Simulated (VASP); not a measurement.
# GaAs (I-4m2) in VASP: a series of runs, part 2 of 2

VASP 6.6.1. The steps go on from the part before.

**4. Single point, PBE**

This run uses another cell than the first one, of the same volume but with other edges.

INCAR

```
ALGO = Normal
EDIFF = 1E-6
ENCUT = 520
GGA = PE
ISIF = 2
ISMEAR = 0
LASPH = True
LCHARG = False
LREAL = False
LWAVE = False
NBANDS = 16
NELM = 100
PREC = Accurate
SIGMA = 0.05
```

KPOINTS

```
k-points
0
Gamma
  8 8 8
```

POSCAR

```
GaAs
1.0
    0.0000000000      2.7384524391      3.0122976830
    2.7384524391      0.0000000000      3.0122976830
    2.7384524391      2.7384524391      0.0000000000
Ga As
1 1
Direct
    0.0000000000      0.0000000000      0.0000000000
    0.7500000000      0.7500000000      0.7500000000
```

Potentials or basis: VASP PAW PBE potentials, release 64 (Ga_d, As).

Started as:

```
> cat potpaw_PBE.64/Ga_d/POTCAR potpaw_PBE.64/As/POTCAR > POTCAR
> mpirun -np 1 vasp_std > vasp.out
```

OUTCAR:

```text
EDIFF = 1E-6
   ENCUT = 520
   GGA = PE
   ISIF = 2
   ISMEAR = 0
   LASPH = True
   LREAL = False
   NELM = 100
   PREC = Accurate

 ion  position               nearest neighbor table
   1  0.000  0.000  0.000-   2 2.45   2 2.45   2 2.45   2 2.45
   2  0.750  0.750  0.750-   1 2.45   1 2.45   1 2.45   1 2.45

  LATTYP: Found a body centered tetragonal cell.
 ALAT       =     3.8727565793
 C/A-ratio  =     1.5556349186

  Lattice vectors:

 A1 = (  -2.7384524391,   0.0000000000,   3.0122976830)
[... 191 lines left out ...]
      6      -8.7719      2.00000
[... 433 lines left out ...]
      3     -10.8558      2.00000
      4     -10.8178      2.00000
      5     -10.7904      2.00000
      6      -7.4545      2.00000
[... 8 lines left out ...]
     15      14.1122      0.00000
     16      15.3142      0.00000

 [... further k-points ...]
[... 5 lines left out ...]
  --------------------------------------------------------------------------------------
  -------------------------------------------------------------------------------------
  Total        1.5648983      1.5648983     -0.3165042      0.0000000     -0.0000000      0.0000000
  in kB       55.4955814     55.4955814    -11.2241073      0.0000000     -0.0000000      0.0000000
  external PRESSURE =      33.2556851 kB  Pullay stress =       0.0000000 kB

 VOLUME and BASIS-vectors are now :
 -----------------------------------------------------------------------------
  energy-cutoff  :      520.00
  volume of cell :       45.18
      direct lattice vectors                 reciprocal lattice vectors
     0.000000000  2.738452439  3.012297683    -0.182584876  0.182584876  0.165986251
     2.738452439  0.000000000  3.012297683     0.182584876 -0.182584876  0.165986251
     2.738452439  2.738452439  0.000000000     0.182584876  0.182584876 -0.165986251

 POSITION                                       TOTAL-FORCE (eV/Angst)
 -----------------------------------------------------------------------------------
      0.00000      0.00000      0.00000        -0.000000     -0.000000     -0.000000
      4.10768      4.10768      4.51845         0.000000      0.000000      0.000000
 -----------------------------------------------------------------------------------
    total drift:                               -0.000002     -0.000002     -0.000002

  FREE ENERGIE OF THE ION-ELECTRON SYSTEM (eV)
  ---------------------------------------------------
  free  energy   TOTEN  =        -8.1904601061 eV

  energy  without entropy=       -8.1904593308  energy(sigma->0) =       -8.19045972
```

OSZICAR:

```text
N       E                     dE             d eps       ncg     rms          rms(c)
DAV:   1     0.833661033027E+02    0.83366E+02   -0.89489E+03  1912   0.154E+03
DAV:   2    -0.189320408926E+01   -0.85259E+02   -0.81455E+02  2168   0.308E+02
DAV:   3    -0.825640823769E+01   -0.63632E+01   -0.63403E+01  2320   0.653E+01
DAV:   4    -0.835327609986E+01   -0.96868E-01   -0.96855E-01  2344   0.911E+00
DAV:   5    -0.835471719489E+01   -0.14411E-02   -0.14411E-02  2384   0.972E-01    0.290E+00
DAV:   6    -0.820936967204E+01    0.14535E+00   -0.21844E-01  2856   0.799E+00    0.175E+00
DAV:   7    -0.818926492512E+01    0.20105E-01   -0.64715E-02  2424   0.186E+00    0.565E-01
DAV:   8    -0.818996493062E+01   -0.70001E-03   -0.10214E-02  2288   0.112E+00    0.110E-01
DAV:   9    -0.819035009061E+01   -0.38516E-03   -0.92214E-04  2368   0.348E-01    0.496E-02
DAV:  10    -0.819041267599E+01   -0.62585E-04   -0.69765E-05  2616   0.885E-02    0.267E-02
DAV:  11    -0.819045988348E+01   -0.47207E-04   -0.66360E-05  2160   0.622E-02    0.296E-03
DAV:  12    -0.819046010607E+01   -0.22259E-06   -0.11030E-06  1920   0.154E-02
   1 F= -.81904601E+01 E0= -.81904597E+01  d E =-.775244E-06
```

stdout:

```text
POSCAR found type information on POSCAR GaAs
 POSCAR found :  2 types and       2 ions
 scaLAPACK will be used
 LDA part: xc-table for (Slater+PW92), standard interpolation
 POSCAR, INCAR and KPOINTS ok, starting setup
 FFT: planning ... GRIDC
 FFT: planning ... GRID_SOFT
 FFT: planning ... GRID
 WAVECAR not read
 entering main loop
```

Wall time 24 s (1 thread of Intel Xeon 6975P-C (Granite Rapids), shared host); peak memory 0.19 GiB.

What came out:

```yaml
Free_energy: -8.1905 eV
Pressure: 3.3 GPa
Band_gap_on_the_k_mesh: 0.23 eV, direct
```

Stress tensor (GPa, compression positive):
```
 5.55  0.00  0.00
 0.00  5.55  0.00
 0.00  0.00 -1.12
```

Levels at points of the mesh, in eV from the valence-band top:
| k point | band 5 | band 6 | band 7 | band 8 | band 9 | band 10 | band 11 | band 12 | band 13 | band 14 |
| --- | --- | --- | --- | --- | --- | --- | --- | --- | --- | --- |
| (0.00, 0.00, 0.00) | -14.94 | -12.92 | -0.63 | 0.00 | 0.00 | 0.23 | 3.49 | 3.49 | 3.75 | 7.38 |
| (0.50, 0.00, 0.00) | -14.93 | -11.15 | -6.83 | -1.75 | -0.92 | 0.63 | 4.30 | 4.77 | 7.63 | 9.97 |
| (0.50, 0.50, 0.00) | -14.95 | -10.66 | -7.39 | -2.43 | -2.43 | 1.69 | 2.06 | 9.88 | 9.88 | 10.21 |
| (0.50, 0.00, 0.50) | -14.93 | -10.29 | -6.81 | -3.09 | -3.03 | 1.07 | 1.17 | 9.28 | 9.72 | 10.65 |

**5. Single point, PBE**

This run uses another cell than the first one, of the same volume but with other edges.

INCAR

```
ALGO = Normal ; EDIFF = 1E-6
ENCUT = 520 ; GGA = PE
ISIF = 2 ; ISMEAR = 0
LASPH = True ; LCHARG = False
LREAL = False ; LWAVE = False
NBANDS = 16 ; NELM = 80
PREC = Accurate ; SIGMA = 0.05
```

KPOINTS is that of step 4.

POSCAR

```
GaAs
1.0
    0.0000000000      3.2633599460      2.1211839649
    3.2633599460      0.0000000000      2.1211839649
    3.2633599460      3.2633599460      0.0000000000
Ga As
1 1
Direct
    0.0000000000      0.0000000000      0.0000000000
    0.7500000000      0.7500000000      0.7500000000
```

Started as:

```
> cat potpaw_PBE.64/Ga_d/POTCAR potpaw_PBE.64/As/POTCAR > POTCAR
> mpirun -np 1 vasp_std > vasp.out
```

Run time: 36 s. Hardware: 1 thread of Intel Xeon 6975P-C (Granite Rapids), shared host; peak memory 0.2 GiB.

It converged, with:

```yaml
Free_energy: -7.7380 eV
Pressure: -0.5 GPa
Band_gap_on_the_k_mesh: zero (band 9 reaches 4.58 eV, above the bottom of band 10 at 3.04 eV)
```

Stress tensor (GPa, compression positive):
```
-2.79  0.00  0.00
 0.00 -2.79  0.00
 0.00  0.00  4.02
```

Levels at points of the mesh, in eV from the Fermi level:
```tsv
k point	band 7	band 8	band 9	band 10	band 11	band 12
(0.00, 0.00, 0.00)	-0.56	-0.56	-0.44	0.99	4.24	5.29
(0.50, 0.00, 0.00)	-6.28	-2.09	-0.71	-0.05	3.47	5.66
(0.50, 0.50, 0.00)	-4.98	-3.97	-3.97	-0.24	1.09	10.13
(0.50, 0.00, 0.50)	-7.29	-1.08	-0.89	2.73	3.51	6.54
```

**6. Single point, PBE**

This run uses another cell than the first one, of the same volume but with other edges.

INCAR

```
SYSTEM = GaAs
PREC = Accurate ; ENCUT = 520
EDIFF = 1E-6 ; ISMEAR = 0
SIGMA = 0.05 ; LREAL = .FALSE.
LASPH = .TRUE. ; NELM = 100
ALGO = Normal ; ISIF = 2
LWAVE = .FALSE. ; LCHARG = .FALSE.
GGA = PE ; NBANDS = 16
```

KPOINTS

```
Automatic mesh
0
G
  8 8 8
  0 0 0
```

POSCAR

```
GaAs
1.0
    0.0000000000      2.4694809367      3.7042214051
    2.4694809367      0.0000000000      3.7042214051
    2.4694809367      2.4694809367      0.0000000000
Ga As
1 1
Direct
    0.0000000000      0.0000000000      0.0000000000
    0.7500000000      0.7500000000      0.7500000000
```

Potentials or basis: VASP PAW PBE potentials, release 64 (Ga_d, As).

Started as:

```
> cat potpaw_PBE.64/Ga_d/POTCAR potpaw_PBE.64/As/POTCAR > POTCAR
> mpirun -np 1 vasp_std > vasp.out
```

OUTCAR:

```text
SYSTEM = GaAs
   PREC = Accurate
   ENCUT = 520
   EDIFF = 1E-6
   ISMEAR = 0
   LREAL = .FALSE.
   LASPH = .TRUE.
   NELM = 100
   ISIF = 2
   GGA = PE

 ion  position               nearest neighbor table
   1  0.000  0.000  0.000-   2 2.55   2 2.55   2 2.55   2 2.55
   2  0.750  0.750  0.750-   1 2.55   1 2.55   1 2.55   1 2.55

  LATTYP: Found a body centered tetragonal cell.
 ALAT       =     3.4923734327
 C/A-ratio  =     2.1213203436

  Lattice vectors:

 A1 = (  -2.4694809367,   0.0000000000,   3.7042214051)
[... 627 lines left out ...]
      4     -10.7848      2.00000
      5     -10.7525      2.00000
      6      -7.1580      2.00000
[... 8 lines left out ...]
     15      14.4573      0.00000
     16      16.4823      0.00000

 [... further k-points ...]
[... 5 lines left out ...]
  --------------------------------------------------------------------------------------
  -------------------------------------------------------------------------------------
  Total        1.9986192      1.9986192     -1.7949037      0.0000000      0.0000000     -0.0000000
  in kB       70.8765133     70.8765133    -63.6522042      0.0000000      0.0000000     -0.0000000
  external PRESSURE =      26.0336075 kB  Pullay stress =       0.0000000 kB

 VOLUME and BASIS-vectors are now :
 -----------------------------------------------------------------------------
  energy-cutoff  :      520.00
  volume of cell :       45.18
      direct lattice vectors                 reciprocal lattice vectors
     0.000000000  2.469480937  3.704221405    -0.202471699  0.202471699  0.134981132
     2.469480937  0.000000000  3.704221405     0.202471699 -0.202471699  0.134981132
     2.469480937  2.469480937  0.000000000     0.202471699  0.202471699 -0.134981132

 POSITION                                       TOTAL-FORCE (eV/Angst)
 -----------------------------------------------------------------------------------
      0.00000      0.00000      0.00000         0.000000      0.000000     -0.000000
      3.70422      3.70422      5.55633        -0.000000     -0.000000      0.000000
 -----------------------------------------------------------------------------------
    total drift:                               -0.000003     -0.000003      0.000001

  FREE ENERGIE OF THE ION-ELECTRON SYSTEM (eV)
  ---------------------------------------------------
  free  energy   TOTEN  =        -7.2445345022 eV

  energy  without entropy=       -7.2429694883  energy(sigma->0) =       -7.24375200
```

Run time: 37 s. Hardware: 1 thread of Intel Xeon 6975P-C (Granite Rapids), shared host; peak memory 0.2 GiB.

What came out:

```yaml
Free_energy: -7.2445 eV
Pressure: 2.6 GPa
Band_gap_on_the_k_mesh: zero (band 9 reaches 5.09 eV, above the bottom of band 10 at 4.27 eV)
```

Stress tensor (GPa, compression positive):
```
 7.09  0.00  0.00
 0.00  7.09  0.00
 0.00  0.00 -6.37
```

**7. Single point, PBE**

This run uses another cell than the first one, of the same volume but with other edges.

INCAR

```
SYSTEM = GaAs
ALGO     = Normal         ! electronic algorithm
EDIFF    = 1E-6           ! SCF threshold, eV
ENCUT    = 520            ! plane-wave cutoff, eV
GGA      = PE             ! functional
ISIF     = 2              ! what is computed and relaxed
ISMEAR   = 0              ! smearing method
LASPH    = .True.         ! aspherical terms in the spheres
LCHARG   = .False.        ! write CHGCAR
LREAL    = .False.        ! projectors in reciprocal space
LWAVE    = .False.        ! write WAVECAR
NBANDS   = 16             ! bands
NELM     = 60             ! most SCF steps
PREC     = Accurate       ! precision mode
SIGMA    = 0.05           ! smearing width, eV
```

KPOINTS

```
k-points
0
Gamma
  8 8 8
  0 0 0
```

POSCAR

```
GaAs
1.0
    0.0000000000      2.8655787852      2.7509556338
    2.8655787852      0.0000000000      2.7509556338
    2.8655787852      2.8655787852      0.0000000000
Ga As
1 1
Direct
    0.0000000000      0.0000000000      0.0000000000
    0.7500000000      0.7500000000      0.7500000000
```

Started as:

```
> cat potpaw_PBE.64/Ga_d/POTCAR potpaw_PBE.64/As/POTCAR > POTCAR
> mpirun -np 1 vasp_std > vasp.out
```

Wall time 33 s (1 thread of Intel Xeon 6975P-C (Granite Rapids), shared host); peak memory 0.19 GiB.

The run converged. Its results:

```yaml
Free_energy: -8.2384 eV
Pressure: 3.4 GPa
Band_gap_on_the_k_mesh: 0.36 eV, direct
```

Stress tensor (GPa, compression positive):
```
2.68 0.00 0.00
0.00 2.68 0.00
0.00 0.00 4.89
```

Levels at points of the mesh, in eV from the valence-band top:
```
           k point  band 7  band 8  band 9  band 10  band 11  band 12
(0.00, 0.00, 0.00)   -0.22   -0.22    0.00     0.36     3.52     3.63
(0.50, 0.00, 0.00)   -6.78   -1.45   -1.13     0.83     4.35     4.66
(0.50, 0.50, 0.00)   -6.80   -3.00   -3.00     1.16     1.26    10.02
(0.50, 0.00, 0.50)   -7.04   -2.74   -2.71     1.40     1.64     9.81
```

 A k mesh can miss the band edges.

**8. Overview**

| cell | gap on the mesh (eV) | pressure (GPa) |
| --- | --- | --- |
| a = 4.248, b = 4.248, c = 3.663 Å, angles 64.5, 64.5, 51.1°, 2 atoms | none | 3.2 |
| a = 3.949, b = 3.949, c = 4.110 Å, angles 58.6, 58.6, 62.7°, 2 atoms | 0.20 | 3.3 |
| a = 4.071, b = 4.071, c = 3.873 Å, angles 61.6, 61.6, 56.8°, 2 atoms | 0.23 | 3.3 |
| a = 3.892, b = 3.892, c = 4.615 Å, angles 53.6, 53.6, 72.7°, 2 atoms | none | -0.5 |
| a = 4.452, b = 4.452, c = 3.492 Å, angles 66.9, 66.9, 46.2°, 2 atoms | none | 2.6 |
| a = 3.972, b = 3.972, c = 4.053 Å, angles 59.3, 59.3, 61.3°, 2 atoms | 0.36 | 3.4 |

Alike in all rows: task single point; level PBE; potentials or basis VASP PAW PBE potentials, release 64 (Ga_d, As); no spin polarisation; k mesh 8 × 8 × 8; cutoff (eV) 520; smearing gaussian 0.05 eV.

Absolute energies hang on the potentials; compare differences alone.
